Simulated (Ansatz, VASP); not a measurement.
TlAgTe2 in VASP and in Ansatz

Contents of INCAR:

```
SYSTEM = TlAgTe2
PREC     = Accurate       ! precision mode
ENCUT    = 520            ! plane-wave cutoff, eV
EDIFF    = 1E-7           ! SCF threshold, eV
ISMEAR   = -1             ! smearing method
SIGMA    = 0.05           ! smearing width, eV
LREAL    = .False.        ! projectors in reciprocal space
LASPH    = .True.         ! aspherical terms in the spheres
NELM     = 100            ! most SCF steps
ALGO     = Normal         ! electronic algorithm
ISIF     = 2              ! what is computed and relaxed
LWAVE    = .False.        ! write WAVECAR
LCHARG   = .False.        ! write CHGCAR
NBANDS   = 26             ! bands
```

Contents of KPOINTS:

```
regular mesh
0
Gamma
  13 13 13
  0 0 0
```

File POSCAR:

```
TlAgTe2
1.0
   -1.9199887731      1.9199887731      7.4546502873
    1.9199887731     -1.9199887731      7.4546502873
    1.9199887731      1.9199887731     -7.4546502873
Tl Ag Te
1 1 2
Direct
    0.0000000000      0.0000000000      0.0000000000
    0.7500000000      0.2500000000      0.5000000000
    0.3690000000      0.3690000000      0.0000000000
    0.6310000000      0.6310000000      0.0000000000
```

Input for Ansatz:

```yaml
crystal:
  lattice:
    - [-1.9199887731, 1.9199887731, 7.4546502873]
    - [1.9199887731, -1.9199887731, 7.4546502873]
    - [1.9199887731, 1.9199887731, -7.4546502873]
  atoms:
    - { symbol: Tl, position: [0.0, 0.0, 0.0] }
    - { symbol: Ag, position: [0.75, 0.25, 0.5] }
    - { symbol: Te, position: [0.369, 0.369, 0.0] }
    - { symbol: Te, position: [0.631, 0.631, 0.0] }
kpoints:
  mp_grid: { grid: [13, 13, 13] }
  band_path:
    path:
      - [0.0, 0.0, 0.0]
      - [0.0, 0.0, 0.5]
      - [0.25, 0.25, 0.25]
      - [0.0, 0.5, 0.0]
      - [0.0, 0.0, 0.0]
      - [0.5, 0.5, -0.5]
      - [0.2665837537, 0.7334162463, -0.2665837537]
      - [-0.2665837537, 0.2665837537, 0.2665837537]
      - [0.0, 0.0, 0.0]
    npoints: 5
scf:
  occupations: { method: fermi_dirac, width: 0.05 }
hamiltonian:
  xc: lda
  pseudopotentials: { kind: all_electron, lapw: { basis_error: 0.0005 } }
output:
  forces: true
  stress: true
  eigenvalues: true
```

Change from the starting cell: volume scaled by 0.94.

Alike in both runs: task single point; functional LDA; k mesh 13 × 13 × 13; occupations fermi-dirac, width 0.05 eV; no spin polarisation.

|  | VASP | Ansatz |
| --- | --- | --- |
| version | VASP 6.6.1 | Ansatz 0.2.0 |
| potentials or method | VASP PAW LDA potentials, release 64 (Tl_d, Ag, Te), cutoff 520 eV | all-electron LAPW, scalar-relativistic |

Ansatz gave:

```
pressure (GPa)                                                : 1.9
traceless stress, the component that is largest in VASP (GPa) : 2.58
rms of the force components (eV/Å)                            : 0.192
```

Task: Which values does VASP return?

Result: Pressure (GPa): 1.9; traceless stress, the component that is largest in VASP (GPa): 2.60; rms of the force components (eV/Å): 0.197.

LDA's correlation is that of Perdew and Zunger in VASP and of Perdew and Wang (1992) in Ansatz. Atom by atom the forces differ by 0.004 eV/Å (rms over components). Ansatz ran all-electron here, and VASP with PAW potentials.

Neither program's run includes spin-orbit coupling.
